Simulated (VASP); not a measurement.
# C (R3m) in VASP: a series of runs

Runs on C. Level: PBE. Tasks: single point.

Program: VASP 6.6.1. These are calculated values, not measurements. Logs are shortened: lines on timing, memory, paths and dates and some standing lists are left out, and cuts for length are marked.

## 1. The cell of the first run

The structure is trigonal, space group R3m (No. 160). The conventional cell has a = 5.051 Å, b = 5.051 Å, c = 6.186 Å, α = 90.00°, β = 90.00°, γ = 120.00°. Within 2.0 Å of C (site symmetry 3m) lie 4 C at 1.51 to 1.67 Å. Within 2.1 Å of C (site symmetry m) lie 4 C at 1.55 Å. C (site symmetry 3m) has 4 C at 1.55 to 1.67 Å within 2.1 Å. C (site symmetry m) has 4 C at 1.51 to 1.55 Å within 2.0 Å.

## 2. Single point, PBE (atom 1 (C) moved -0.120 Å towards its neighbour atom 5 (C) at 1.546 Å)

File INCAR:

```
PREC     = Accurate       # precision mode
ENCUT    = 520            # plane-wave cutoff, eV
EDIFF    = 1E-6           # SCF threshold, eV
ISMEAR   = 0              # smearing method
SIGMA    = 0.05           # smearing width, eV
LREAL    = F              # projectors in reciprocal space
LASPH    = T              # aspherical terms in the spheres
NELM     = 80             # most SCF steps
ALGO     = Normal         # electronic algorithm
ISIF     = 2              # what is computed and relaxed
LWAVE    = F              # write WAVECAR
LCHARG   = F              # write CHGCAR
GGA      = PE             # functional
NBANDS   = 26             # bands
```

File KPOINTS:

```
Automatic mesh
0
Gamma
  6 6 6
```

File POSCAR:

```
C
1.0
    3.5714750638      0.0000000000      0.0000000000
    0.0000000000     -3.5714750638      0.0000000000
    0.0000000000      0.0000000000     -3.5714750638
C
8
Direct
    0.4806012835      0.0193987165      0.0193987165
    0.0000000000      0.5000000000      0.0000000000
    0.0000000000      0.0000000000      0.5000000000
    0.5000000000      0.5000000000      0.5000000000
    0.7500000000      0.7500000000      0.7500000000
    0.2500000000      0.2500000000      0.7500000000
    0.2500000000      0.7500000000      0.2500000000
    0.7500000000      0.2500000000      0.2500000000
```

Potentials or basis: VASP PAW PBE potentials, release 64 (C).

Command:

```sh
$ cat potpaw_PBE.64/C/POTCAR > POTCAR
$ mpirun -np 1 vasp_std > vasp.out
```

OUTCAR:

```text
PREC = Accurate
   ENCUT = 520
   EDIFF = 1E-6
   ISMEAR = 0
   LREAL = F
   LASPH = T
   NELM = 80
   ISIF = 2
   GGA = PE

 ion  position               nearest neighbor table
   1  0.481  0.019  0.019-   6 1.51   7 1.51   8 1.51   5 1.67
   2  0.000  0.500  0.000-   5 1.55   6 1.55   7 1.55   8 1.55
   3  0.000  0.000  0.500-   5 1.55   6 1.55   7 1.55   8 1.55
   4  0.500  0.500  0.500-   5 1.55   6 1.55   7 1.55   8 1.55
   5  0.750  0.750  0.750-   2 1.55   3 1.55   4 1.55   1 1.67
   6  0.250  0.250  0.750-   1 1.51   2 1.55   3 1.55   4 1.55
   7  0.250  0.750  0.250-   1 1.51   2 1.55   3 1.55   4 1.55
   8  0.750  0.250  0.250-   1 1.51   2 1.55   3 1.55   4 1.55

  LATTYP: Found a simple cubic cell.
 ALAT       =     3.5714750638

  Lattice vectors:

 A1 = (   3.5714750638,   0.0000000000,   0.0000000000)
 A2 = (   0.0000000000,  -3.5714750638,   0.0000000000)
 A3 = (   0.0000000000,   0.0000000000,  -3.5714750638)

Analysis of symmetry for initial positions (statically):
=====================================================================
 Subroutine PRICEL returns:
 Original cell was already a primitive cell.

 Routine SETGRP: Setting up the symmetry group for a
 simple cubic supercell.

 Subroutine GETGRP returns: Found  6 space group operations
 (whereof  2 operations were pure point group operations)
 out of a pool of 48 trial point group operations.

The static configuration has the point symmetry C_1h.
 The point group associated with its full space group is C_3v.

Analysis of symmetry for dynamics (positions and initial velocities):
=====================================================================
 Subroutine PRICEL returns:
 Original cell was already a primitive cell.

 Routine SETGRP: Setting up the symmetry group for a
 simple cubic supercell.

 Subroutine GETGRP returns: Found  6 space group operations
 (whereof  2 operations were pure point group operations)
 out of a pool of 48 trial point group operations.

The dynamic configuration has the point symmetry C_1h.
 The point group associated with its full space group is C_3v.

 Subroutine INISYM returns: Found  6 space group operations
 (whereof  2 operations are pure point group operations),
 and found     1 'primitive' translations

----------------------------------------------------------------------------------------

                                     Primitive cell

  volume of cell :      45.5557

  direct lattice vectors                    reciprocal lattice vectors
     3.571475064  0.000000000  0.000000000     0.279996355  0.000000000  0.000000000
     0.000000000 -3.571475064  0.000000000     0.000000000 -0.279996355  0.000000000
     0.000000000  0.000000000 -3.571475064     0.000000000  0.000000000 -0.279996355

  length of vectors
     3.571475064  3.571475064  3.571475064     0.279996355  0.279996355  0.279996355

  position of ions in fractional coordinates (direct lattice)
     0.480601284  0.019398716  0.019398716
     0.000000000  0.500000000  0.000000000
     0.000000000  0.000000000  0.500000000
     0.500000000  0.500000000  0.500000000
     0.750000000  0.750000000  0.750000000
     0.250000000  0.250000000  0.750000000
     0.250000000  0.750000000  0.250000000
     0.750000000  0.250000000  0.250000000

  ion indices of the primitive-cell ions
   primitive index   ion index
                 1           1
                 2           2
                 3           3
                 4           4
                 5           5
                 6           6
                 7           7
                 8           8

----------------------------------------------------------------------------------------

 KPOINTS: Automatic mesh

Automatic generation of k-mesh.
 Grid dimensions read from file:
 generate k-points for:    6    6    6

 Generating k-lattice:

  Cartesian coordinates                     Fractional coordinates (reciprocal lattice)
     0.046666059  0.000000000  0.000000000     0.166666667  0.000000000  0.000000000
     0.000000000 -0.046666059  0.000000000     0.000000000  0.166666667  0.000000000
     0.000000000  0.000000000 -0.046666059     0.000000000  0.000000000  0.166666667

  Length of vectors
     0.046666059  0.046666059  0.046666059

  Shift w.r.t. Gamma in fractional coordinates (k-lattice)
     0.000000000  0.000000000  0.000000000

 Subroutine IBZKPT returns following result:
 ===========================================

 Found     32 irreducible k-points:

 Following reciprocal coordinates:
            Coordinates               Weight
  0.000000  0.000000  0.000000      1.000000
  0.166667  0.000000  0.000000      6.000000
  0.333333  0.000000  0.000000      6.000000
  0.500000  0.000000  0.000000      3.000000
  0.166667  0.166667  0.000000      6.000000
  0.000000  0.166667  0.166667      6.000000
[... 16 lines left out ...]
 -0.333333  0.333333  0.166667      6.000000
  0.500000  0.333333  0.166667     12.000000
 [... further k-points ...]
   k-points           NKPTS =     32   k-points in BZ     NKDIM =     32   number of bands    NBANDS=     26
   number of dos      NEDOS =    301   number of ions     NIONS =      8
   total plane-waves  NPLWV =  21952
   dimension x,y,z NGX =    28 NGY =   28 NGZ =   28
   dimension x,y,z NGXF=    56 NGYF=   56 NGZF=   56
   ions per type =               8
   NGX,Y,Z   is equivalent  to a cutoff of  13.03, 13.03, 13.03 a.u.
   NGXF,Y,Z  is equivalent  to a cutoff of  26.07, 26.07, 26.07 a.u.
 SYSTEM =  unknown system
   PREC   = accura    normal or accurate (medium, high low for compatibility)
   ISTART =      0    job   : 0-new  1-cont  2-samecut
   ICHARG =      2    charge: 1-file 2-atom 10-const
   ISPIN  =      1    spin polarized calculation?
   LNONCOLLINEAR =      F non collinear calculations
   LSORBIT =      F    spin-orbit coupling
   LASPH  =      T    aspherical Exc in radial PAW
   ENCUT  =  520.0 eV  38.22 Ry    6.18 a.u.   6.64  6.64  6.64*2*pi/ulx,y,z
   NELM   =     80;   NELMIN=  2; NELMDL= -5     # of ELM steps
   EDIFF  = 0.1E-05   stopping-criterion for ELM
   LREAL  =      F    real-space projection
   EDIFFG = 0.1E-04   stopping-criterion for IOM
   NSW    =      0    number of steps for IOM
   IBRION =     -1    ionic relax: 0-MD 1-quasi-New 2-CG
   NFREE  =      0    steps in history (QN), initial steepest desc. (CG)
   ISIF   =      2    stress and relaxation
   ISYM   =      2    0-nonsym 1-usesym 2-fastsym
   POTIM  = 0.5000    time-step for ionic-motion
   TEBEG  =    0.0;   TEEND  =   0.0 temperature during run
   PSTRESS=    0.0 pullay stress
   NELECT =      32.0000    total number of electrons
   NUPDOWN=      -1.0000    fix difference up-down
   EMIN   =  10.00;   EMAX   =-10.00  energy-range for DOS
   EFERMI =   0.00;   METHOD = LEGACY
   ISMEAR =     0;   SIGMA  =   0.05  broadening in eV -4-tet -1-fermi 0-gaus
   EFERMI_NEDOS =   21; number of points for ismear=-14 and -15
   IALGO  =     38    algorithm
   IMIX   =      4    mixing-type and parameters
     AMIX     =   0.40;   BMIX     =  1.00
     AMIX_MAG =   1.60;   BMIX_MAG =  1.00
  volume/ion in A,a.u.               =       5.69        38.43
  Fermi-wavevector in a.u.,A,eV,Ry     =   1.455271  2.750063 28.814604  2.117814
  Thomas-Fermi vector in A             =   2.572325
   LORBIT       =      0    0 simple, 1 ext, 2 COOP (PROOUT), +10 PAW based schemes
   GGA     = PE    functional components
   LHFCALC =     F    Hartree Fock is set to
   AEXX    =    0.0000 exact exchange contribution
   IVDW    =     0    specifies the selected vdW correction
   LEPSILON=     F    determine dielectric tensor
   LRPA    =     F    only Hartree local field effects (RPA)
 non-spin polarized calculation
 Gauss-broadening in eV      SIGMA  =   0.05
  energy-cutoff  :      520.00
  volume of cell :       45.56
 maximum number of plane-waves:      1253
 NGX is ok and might be reduce to    28
   NGX = 13   NGY = 13   NGZ = 13

 number of electron      31.9999996 magnetization

 Free energy of the ion-electron system (eV)
  ---------------------------------------------------
  ext. energy  EPLUGINS =         0.00000000
  ---------------------------------------------------
  free energy    TOTEN  =       -72.45479997 eV

  energy without entropy =      -72.45479997  energy(sigma->0) =      -72.45479997

 E-fermi :  10.5261     XC(G=0): -13.2315

 val. band max:       10.2207014138   @ k =   0.0000   0.0000   0.0000
 cond. band min:      13.6008277894   @ k =   0.0000   0.0000   0.0000
 fundamental gap:      3.3801263756
 Fermi energy:        10.5261089404

 k-point     1 :       0.0000    0.0000    0.0000
  band No.  band energies     occupation
      1     -11.7711      2.00000
      2      -3.3351      2.00000
      3      -3.2523      2.00000
      4      -3.2523      2.00000
      5      -3.0196      2.00000
      6      -3.0196      2.00000
[... 18 lines left out ...]
     25      15.6351      0.00000
     26      22.7756      0.00000

 k-point     2 :       0.1667    0.0000    0.0000
  band No.  band energies     occupation
      1     -11.5160      2.00000
      2      -5.6117      2.00000
      3      -3.0941      2.00000
      4      -3.0697      2.00000
      5      -2.8693      2.00000
      6      -2.6535      2.00000
[... 18 lines left out ...]
     25      16.6815      0.00000
     26      22.8811      0.00000

 k-point     3 :       0.3333    0.0000    0.0000
  band No.  band energies     occupation
      1     -10.7559      2.00000
      2      -7.7588      2.00000
      3      -2.7114      2.00000
      4      -2.6738      2.00000
      5      -2.5101      2.00000
      6      -2.2684      2.00000
[... 572 lines left out ...]
 k-point    23 :      -0.3333    0.3333    0.1667
  band No.  band energies     occupation
      1      -9.5107      2.00000
      2      -6.6561      2.00000
      3      -6.5605      2.00000
      4      -4.6439      2.00000
      5      -2.4568      2.00000
      6      -0.6263      2.00000
[... 18 lines left out ...]
     25      21.2820      0.00000
     26      21.7898      0.00000

 k-point    24 :       0.5000    0.3333    0.1667
  band No.  band energies     occupation
      1      -8.4107      2.00000
      2      -8.1512      2.00000
      3      -5.6984      2.00000
      4      -5.4340      2.00000
      5      -2.0593      2.00000
      6      -1.8293      2.00000
[... 18 lines left out ...]
     25      20.2364      0.00000
     26      20.5884      0.00000

 [... further k-points ...]
[... 5 lines left out ...]
  --------------------------------------------------------------------------------------
  -------------------------------------------------------------------------------------
  Total        0.5673620      0.5673620      0.5673620     -0.0001938     -0.0001938     -0.0001938
  in kB       19.9539089     19.9539089     19.9539089     -0.0068166     -0.0068166     -0.0068166
  external PRESSURE =      19.9539089 kB  Pullay stress =       0.0000000 kB

 VOLUME and BASIS-vectors are now :
 -----------------------------------------------------------------------------
  energy-cutoff  :      520.00
  volume of cell :       45.56
      direct lattice vectors                 reciprocal lattice vectors
     3.571475064  0.000000000  0.000000000     0.279996355  0.000000000  0.000000000
     0.000000000 -3.571475064  0.000000000     0.000000000 -0.279996355  0.000000000
     0.000000000  0.000000000 -3.571475064     0.000000000  0.000000000 -0.279996355

 POSITION                                       TOTAL-FORCE (eV/Angst)
 -----------------------------------------------------------------------------------
      1.71646     -0.06928     -0.06928         2.637974      2.637974      2.637974
      0.00000     -1.78574      0.00000        -0.466902     -0.466902      0.395269
      0.00000      0.00000     -1.78574        -0.466902      0.395269     -0.466902
      1.78574     -1.78574     -1.78574         0.395269     -0.466902     -0.466902
      2.67861     -2.67861     -2.67861        -0.647768     -0.647768     -0.647768
      0.89287     -0.89287     -2.67861        -0.633426     -0.633426     -0.184819
      0.89287     -2.67861     -0.89287        -0.633426     -0.184819     -0.633426
      2.67861     -0.89287     -0.89287        -0.184819     -0.633426     -0.633426
 -----------------------------------------------------------------------------------
    total drift:                               -0.000006     -0.000006     -0.000006

  FREE ENERGIE OF THE ION-ELECTRON SYSTEM (eV)
  ---------------------------------------------------
  free  energy   TOTEN  =       -72.4547999674 eV

  energy  without entropy=      -72.4547999674  energy(sigma->0) =      -72.45479997
```

Wall time 66 s (1 thread of Intel Xeon 8259CL, shared host); peak memory 0.16 GiB.

Results:

* Free energy: -72.4548 eV
* Pressure: 2.0 GPa
* Largest force: 4.569 eV/Å
* Band gap on the k mesh: 3.38 eV

Forces on the atoms (eV/Å):
```
C    2.638  2.638  2.638
C   -0.467 -0.467  0.395
C   -0.467  0.395 -0.467
C    0.395 -0.467 -0.467
C   -0.648 -0.648 -0.648
C   -0.633 -0.633 -0.185
C   -0.633 -0.185 -0.633
C   -0.185 -0.633 -0.633
```

Caveat: the cell differs from its parent crystal (atom 1 (C) moved -0.120 Å towards its neighbour atom 5 (C) at 1.546 Å); forces of over 1 eV/Å act on the atoms, so gaps and moduli don't describe the material at rest. A k mesh can miss the band edges.

[end of part 1 of 2]
